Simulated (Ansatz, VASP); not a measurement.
## Ca: VASP beside Ansatz

Contents of INCAR:

```
SYSTEM = Ca
ALGO = Normal ; EDIFF = 1E-6
EDIFFG = -0.002 ; ENCUT = 600
IBRION = 2 ; ISIF = 3
ISMEAR = 0 ; LASPH = .TRUE.
LCHARG = .FALSE. ; LREAL = .FALSE.
LWAVE = .FALSE. ; NELM = 100
NSW = 100 ; PREC = Accurate
SIGMA = 0.1
```

The input KPOINTS:

```
k-points
0
G
  14 14 14
  0 0 0
```

File POSCAR:

```
Ca
1.0
    0.0000000000      2.6688036288      2.6688036288
    2.6688036288      0.0000000000      2.6688036288
    2.6688036288      2.6688036288      0.0000000000
Ca
1
Direct
    0.0000000000      0.0000000000      0.0000000000
```

Input for Ansatz:

```yaml
crystal:
  lattice:
    - [0.0, 2.6688036288, 2.6688036288]
    - [2.6688036288, 0.0, 2.6688036288]
    - [2.6688036288, 2.6688036288, 0.0]
  atoms:
    - { symbol: Ca, position: [0.0, 0.0, 0.0] }
basis:
  ecutwfc: 420
kpoints:
  mp_grid: { grid: [14, 14, 14] }
hamiltonian:
  xc: lda
  pseudopotentials: { kind: paw, azcp: { folder: soft_1 } }
scf:
  occupations: { method: gaussian, width: 0.1 }
output:
  forces: true
  stress: true
  eigenvalues: true
relax:
  adjacent_minimum: "off"
  f_tol: 0.002
  max_steps: 80
  cell: { stress_tol: 0.02 }
```

Alike in both runs: task relaxation of cell and atoms; functional LDA; k mesh 14 × 14 × 14; occupations gaussian, width 0.1 eV; no spin polarisation.

|  | VASP | Ansatz |
| --- | --- | --- |
| version | VASP 6.6.1 | Ansatz 0.2.0 |
| potentials or method | VASP PAW LDA potentials, release 64 (Ca_sv), cutoff 600 eV | scalar-relativistic, plane waves, PAW |
| valence electrons in the cell | 10 | 10 |

```csv
,VASP,Ansatz,Ansatz less VASP
"gap on the k mesh at the Fermi level, each at its own relaxed structure (eV)",none,none,-
relaxed volume (Å³/atom),38.02,38.02,0.000
relaxed cell length with the largest relative difference (Å),3.774,3.774,0.0000
```

Ansatz warns that its potentials were made for another functional, while VASP's fit it. LDA's correlation is that of Perdew and Zunger in VASP and of Perdew and Wang (1992) in Ansatz. A gap of «none» marks a metal or a gap that the smearing closes.

Noted on VASP's run: the relaxation stopped at its first step, so nothing moved.
